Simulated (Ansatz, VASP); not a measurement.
## Two plane-wave programs on Y

```
CELL_PARAMETERS angstrom
3.27245 0.00000 0.00000
0.00000 3.27245 0.00000
0.00000 0.00000 3.24882
ATOMIC_POSITIONS crystal
Y 0.00000 0.00000 0.00000
```

Alike in both runs: functional PBE; k mesh 16 × 16 × 18; occupations gaussian, width 0.1 eV; no spin polarisation.

Ansatz relaxed the structure, and its values are those at the end. VASP's run is a single point on that final structure, the one shown.

|  | VASP | Ansatz |
| --- | --- | --- |
| version | VASP 6.6.1 | Ansatz 0.2.0 |
| potentials or method | VASP PAW PBE potentials, release 64 (Y_sv), cutoff 500 eV | scalar-relativistic, plane waves, PAW |
| valence electrons in the cell | 11 | 11 |

Ansatz gave:

- gap on the k mesh at the Fermi level (eV): none
- pressure (GPa): 0.0

Problem. Estimate VASP's values.

Solution. gap on the k mesh at the Fermi level (eV): none; pressure (GPa): -0.1.

A gap of «none» marks a metal or a gap that the smearing closes. With one functional, cell and mesh, what is left measures potentials, basis and numerics.
